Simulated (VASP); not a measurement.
# InSb (F-43m) in VASP: notebook

The runs below take InSb through single point, relaxation of cell and atoms, with PBEsol.

Everything below comes from runs of VASP 6.6.1. Logs are shortened: lines on timing, memory, paths and dates and some standing lists are left out, and cuts for length are marked.

## (1) The cell of the first run

The structure is cubic, space group F-43m (No. 216). Conventional cell: a = 6.519 Å, b = 6.519 Å, c = 6.519 Å, α = 90.00°, β = 90.00°, γ = 90.00°. In (site symmetry -43m) has 4 Sb at 2.82 Å within 3.7 Å. Sb (site symmetry -43m) has 4 In at 2.82 Å within 3.7 Å.

## (2) Single point, PBEsol

The input, INCAR:

```
  PREC = Accurate
  ENCUT = 520
  EDIFF = 1E-6
  ISMEAR = 0
  SIGMA = 0.1
  LREAL = False
  LASPH = True
  NELM = 100
  ALGO = Normal
  ISIF = 2
  LWAVE = False
  LCHARG = True
  GGA = PS
  LELF = True
  LVHAR = True
  NBANDS = 16
```

The input, KPOINTS:

```
Automatic mesh
0
Gamma
  12 12 12
```

The input, POSCAR:

```
InSb
1.0
    0.0000000000      3.2594709018      3.2594709018
    3.2594709018      0.0000000000      3.2594709018
    3.2594709018      3.2594709018      0.0000000000
In Sb
1 1
Direct
    0.0000000000      0.0000000000      0.0000000000
    0.2500000000      0.2500000000      0.2500000000
```

Potentials or basis: VASP PAW PBE potentials, release 64 (In_d, Sb).

Started as:

```
> cat potpaw_PBE.64/In_d/POTCAR potpaw_PBE.64/Sb/POTCAR > POTCAR
> mpirun -np 1 vasp_std > vasp.out
```

OUTCAR:

```text
PREC = Accurate
   ENCUT = 520
   EDIFF = 1E-6
   ISMEAR = 0
   LREAL = False
   LASPH = True
   NELM = 100
   ISIF = 2
   GGA = PS

 ion  position               nearest neighbor table
   1  0.000  0.000  0.000-   2 2.82   2 2.82   2 2.82   2 2.82
   2  0.250  0.250  0.250-   1 2.82   1 2.82   1 2.82   1 2.82

  LATTYP: Found a face centered cubic cell.
 ALAT       =     6.5189418036

  Lattice vectors:

 A1 = (   0.0000000000,   3.2594709018,   3.2594709018)
 A2 = (   3.2594709018,   0.0000000000,   3.2594709018)
 A3 = (   3.2594709018,   3.2594709018,   0.0000000000)

Analysis of symmetry for initial positions (statically):
=====================================================================
 Subroutine PRICEL returns:
 Original cell was already a primitive cell.

 Routine SETGRP: Setting up the symmetry group for a
 face centered cubic supercell.

 Subroutine GETGRP returns: Found 24 space group operations
 (whereof 24 operations were pure point group operations)
 out of a pool of 48 trial point group operations.

The static configuration has the point symmetry T_d .

Analysis of symmetry for dynamics (positions and initial velocities):
=====================================================================
 Subroutine PRICEL returns:
 Original cell was already a primitive cell.

 Routine SETGRP: Setting up the symmetry group for a
 face centered cubic supercell.

 Subroutine GETGRP returns: Found 24 space group operations
 (whereof 24 operations were pure point group operations)
 out of a pool of 48 trial point group operations.

The dynamic configuration has the point symmetry T_d .

 Subroutine INISYM returns: Found 24 space group operations
 (whereof 24 operations are pure point group operations),
 and found     1 'primitive' translations

----------------------------------------------------------------------------------------

                                     Primitive cell

  volume of cell :      69.2582

  direct lattice vectors                    reciprocal lattice vectors
     0.000000000  3.259470902  3.259470902    -0.153399130  0.153399130  0.153399130
     3.259470902  0.000000000  3.259470902     0.153399130 -0.153399130  0.153399130
     3.259470902  3.259470902  0.000000000     0.153399130  0.153399130 -0.153399130

  length of vectors
     4.609587955  4.609587955  4.609587955     0.265695087  0.265695087  0.265695087

  position of ions in fractional coordinates (direct lattice)
     0.000000000  0.000000000  0.000000000
     0.250000000  0.250000000  0.250000000
[... 72 lines left out ...]
   LNONCOLLINEAR =      F non collinear calculations
   LSORBIT =      F    spin-orbit coupling
   LASPH  =      T    aspherical Exc in radial PAW
   ENCUT  =  520.0 eV  38.22 Ry    6.18 a.u.   8.57  8.57  8.57*2*pi/ulx,y,z
   NELM   =    100;   NELMIN=  2; NELMDL= -5     # of ELM steps
   EDIFF  = 0.1E-05   stopping-criterion for ELM
   LREAL  =      F    real-space projection
   EDIFFG = 0.1E-04   stopping-criterion for IOM
   NSW    =      0    number of steps for IOM
   IBRION =     -1    ionic relax: 0-MD 1-quasi-New 2-CG
   NFREE  =      0    steps in history (QN), initial steepest desc. (CG)
   ISIF   =      2    stress and relaxation
   ISYM   =      2    0-nonsym 1-usesym 2-fastsym
   POTIM  = 0.5000    time-step for ionic-motion
   TEBEG  =    0.0;   TEEND  =   0.0 temperature during run
   PSTRESS=    0.0 pullay stress
   NELECT =      18.0000    total number of electrons
   NUPDOWN=      -1.0000    fix difference up-down
   EMIN   =  10.00;   EMAX   =-10.00  energy-range for DOS
   EFERMI =   0.00;   METHOD = LEGACY
   ISMEAR =     0;   SIGMA  =   0.10  broadening in eV -4-tet -1-fermi 0-gaus
   EFERMI_NEDOS =   21; number of points for ismear=-14 and -15
   IALGO  =     38    algorithm
   IMIX   =      4    mixing-type and parameters
     AMIX     =   0.40;   BMIX     =  1.00
     AMIX_MAG =   1.60;   BMIX_MAG =  1.00
  volume/ion in A,a.u.               =      34.63       233.69
  Fermi-wavevector in a.u.,A,eV,Ry     =   1.044741  1.974274 14.850533  1.091483
  Thomas-Fermi vector in A             =   2.179507
   LORBIT       =      0    0 simple, 1 ext, 2 COOP (PROOUT), +10 PAW based schemes
   GGA     = PS    functional components
   LHFCALC =     F    Hartree Fock is set to
   AEXX    =    0.0000 exact exchange contribution
   IVDW    =     0    specifies the selected vdW correction
   LEPSILON=     F    determine dielectric tensor
   LRPA    =     F    only Hartree local field effects (RPA)
 non-spin polarized calculation
 Gauss-broadening in eV      SIGMA  =   0.10
  energy-cutoff  :      520.00
  volume of cell :       69.26
 maximum number of plane-waves:      1892
 NGX is ok and might be reduce to    36
   NGX = 17   NGY = 17   NGZ = 17

 number of electron      17.9999994 magnetization

 Free energy of the ion-electron system (eV)
  ---------------------------------------------------
  ext. energy  EPLUGINS =         0.00000000
  ---------------------------------------------------
  free energy    TOTEN  =        -7.70076935 eV

  energy without entropy =       -7.70062213  energy(sigma->0) =       -7.70069574

 E-fermi :   4.8250     XC(G=0):  -8.7910

 val. band max:        4.7687877896   @ k =   0.0000   0.0000   0.0000
 cond. band min:       5.2089543810   @ k =   0.5000   0.0000   0.0000
 fundamental gap:      0.4401665914
 Fermi energy:         4.8249778686

 k-point     1 :       0.0000    0.0000    0.0000
  band No.  band energies     occupation
      1      -9.7325      2.00000
      2      -9.7325      2.00000
      3      -9.7325      2.00000
      4      -9.6509      2.00000
      5      -9.6509      2.00000
      6      -5.8643      2.00000
[... 433 lines left out ...]
      3      -9.7090      2.00000
      4      -9.6524      2.00000
      5      -9.6499      2.00000
      6      -4.3860      2.00000
[... 8 lines left out ...]
     15      12.9444      0.00000
     16      13.2035      0.00000

 [... further k-points ...]
[... 5 lines left out ...]
  --------------------------------------------------------------------------------------
  -------------------------------------------------------------------------------------
  Total        0.0066399      0.0066399      0.0066399     -0.0000000      0.0000000      0.0000000
  in kB        0.1536026      0.1536026      0.1536026     -0.0000000      0.0000000      0.0000000
  external PRESSURE =       0.1536026 kB  Pullay stress =       0.0000000 kB

 VOLUME and BASIS-vectors are now :
 -----------------------------------------------------------------------------
  energy-cutoff  :      520.00
  volume of cell :       69.26
      direct lattice vectors                 reciprocal lattice vectors
     0.000000000  3.259470902  3.259470902    -0.153399130  0.153399130  0.153399130
     3.259470902  0.000000000  3.259470902     0.153399130 -0.153399130  0.153399130
     3.259470902  3.259470902  0.000000000     0.153399130  0.153399130 -0.153399130

 POSITION                                       TOTAL-FORCE (eV/Angst)
 -----------------------------------------------------------------------------------
      0.00000      0.00000      0.00000         0.000000      0.000000      0.000000
      1.62974      1.62974      1.62974        -0.000000     -0.000000     -0.000000
 -----------------------------------------------------------------------------------
    total drift:                               -0.000000     -0.000000     -0.000000

  FREE ENERGIE OF THE ION-ELECTRON SYSTEM (eV)
  ---------------------------------------------------
  free  energy   TOTEN  =        -7.7007693465 eV

  energy  without entropy=       -7.7006221264  energy(sigma->0) =       -7.70069574
```

OSZICAR:

```text
N       E                     dE             d eps       ncg     rms          rms(c)
DAV:   1     0.113265376884E+03    0.11327E+03   -0.78388E+03  2304   0.111E+03
DAV:   2    -0.517091906106E+00   -0.11378E+03   -0.11001E+03  2592   0.282E+02
DAV:   3    -0.763489264343E+01   -0.71178E+01   -0.70964E+01  2856   0.725E+01
DAV:   4    -0.783033507658E+01   -0.19544E+00   -0.19540E+00  2920   0.140E+01
DAV:   5    -0.784196392880E+01   -0.11629E-01   -0.11629E-01  3488   0.280E+00    0.394E+00
DAV:   6    -0.772335659556E+01    0.11861E+00   -0.17394E-01  3352   0.678E+00    0.224E+00
DAV:   7    -0.770112098179E+01    0.22236E-01   -0.65572E-02  3232   0.262E+00    0.598E-01
DAV:   8    -0.770035260031E+01    0.76838E-03   -0.74639E-03  3040   0.990E-01    0.255E-01
DAV:   9    -0.770077609680E+01   -0.42350E-03   -0.87229E-04  2776   0.255E-01    0.845E-02
DAV:  10    -0.770074884969E+01    0.27247E-04   -0.49087E-05  3064   0.499E-02    0.366E-02
DAV:  11    -0.770076874278E+01   -0.19893E-04   -0.35788E-05  2680   0.505E-02    0.239E-02
DAV:  12    -0.770076934650E+01   -0.60372E-06   -0.12194E-06  2336   0.902E-03
   1 F= -.77007693E+01 E0= -.77006957E+01  d E =-.147220E-03
```

Wall time 64 s (1 thread of Intel Xeon 6975P-C, shared host); peak memory 0.25 GiB.

What came out:

```
Free energy            : -7.7008 eV
Pressure               : 0.0 GPa
Band gap on the k mesh : zero (filled and empty bands touch)
```

Levels at points of the mesh, in eV from the Fermi level:
```csv
k point,band 5,band 6,band 7,band 8,band 9,band 10,band 11,band 12,band 13,band 14
"(0.00, 0.00, 0.00)",-14.48,-10.69,-0.42,-0.06,-0.06,-0.06,2.88,2.88,2.88,5.49
"(0.50, 0.00, 0.00)",-14.47,-9.36,-5.63,-1.04,-1.04,0.38,3.72,3.72,5.91,8.01
"(0.50, 0.50, 0.00)",-14.47,-8.77,-5.93,-2.27,-2.27,1.22,1.23,7.96,7.96,8.53
```

Caveat: the PAW data sets were made with another functional, which shifts forces and pressure a little; spin-orbit coupling is left out, which moves the levels of the heavy elements.

## (3) Relaxation of cell and atoms, PBEsol

This run uses another cell than the first one, of 36.48 Å³/atom, 1.054 times its volume.

The input, INCAR:

```
  ALGO = Normal
  EDIFF = 1E-7
  EDIFFG = -0.005
  ENCUT = 600
  GGA = PS
  IBRION = 2
  ISIF = 3
  ISMEAR = 0
  LASPH = T
  LCHARG = F
  LREAL = F
  LWAVE = F
  NELM = 60
  NSW = 100
  PREC = Accurate
  SIGMA = 0.1
```

The input, KPOINTS:

```
k-points
0
Gamma
  12 12 12
```

The input, POSCAR:

```
InSb
1.0
    0.0000000000      3.3166107078      3.3166107078
    3.3166107078      0.0000000000      3.3166107078
    3.3166107078      3.3166107078      0.0000000000
In Sb
1 1
Direct
    0.0000000000      0.0000000000      0.0000000000
    0.2500000000      0.2500000000      0.2500000000
```

Potentials or basis: VASP PAW PBE potentials, release 64 (In_d, Sb).

Started as:

```
> cat potpaw_PBE.64/In_d/POTCAR potpaw_PBE.64/Sb/POTCAR > POTCAR
> mpirun -np 1 vasp_std > vasp.out
```

It took 3.4 min on 1 thread of Intel Xeon 6975P-C, shared host; peak memory 0.3 GiB.

The run converged. Its results:

```
Free energy                            : -7.7013 eV
Relaxed volume                         : 34.66 Å³/atom
Relaxed cell                           : a = 4.611 Å, b = 4.611 Å, c = 4.611 Å, α = 60.00°, β = 60.00°, γ = 60.00°
Space group after relaxing (to 0.05 Å) : F-43m (No. 216)
Energy gained by relaxing              : 11.6 meV/atom
Ionic steps                            : 3
Pressure after relaxing                : 0.0 GPa
Band gap on the k mesh                 : zero (filled and empty bands touch)
```

The path:
| step | energy change (eV) | largest force (eV/Å) | pressure (GPa) | volume (Å³) |
| --- | --- | --- | --- | --- |
| 1 | 0.0000 | 0.0000 | -1.94 | 72.96 |
| 2 | -0.0215 | 0.0000 | 0.59 | 68.41 |
| 3 | -0.0232 | 0.0000 | 0.00 | 69.32 |

Final structure:
```cif
data_structure
_symmetry_space_group_name_H-M 'P 1'
_symmetry_Int_Tables_number 1
_cell_length_a 4.6109
_cell_length_b 4.6109
_cell_length_c 4.6109
_cell_angle_alpha 60.000
_cell_angle_beta 60.000
_cell_angle_gamma 60.000
_cell_volume 69.32
loop_
_atom_site_label
_atom_site_type_symbol
_atom_site_fract_x
_atom_site_fract_y
_atom_site_fract_z
_atom_site_occupancy
In1 In 0.00000 0.00000 0.00000 1
Sb1 Sb 0.25000 0.25000 0.25000 1
```

Levels at points of the mesh, in eV from the Fermi level:
| k point | band 7 | band 8 | band 9 | band 10 | band 11 | band 12 |
| --- | --- | --- | --- | --- | --- | --- |
| (0.00, 0.00, 0.00) | -0.43 | -0.06 | -0.06 | -0.06 | 2.88 | 2.88 |
| (0.50, 0.00, 0.00) | -5.62 | -1.04 | -1.04 | 0.38 | 3.72 | 3.72 |
| (0.50, 0.50, 0.00) | -5.92 | -2.27 | -2.27 | 1.22 | 1.24 | 7.95 |

Caveat: the PAW data sets were made with another functional, which shifts forces and pressure a little; spin-orbit coupling is left out, which moves the levels of the heavy elements.
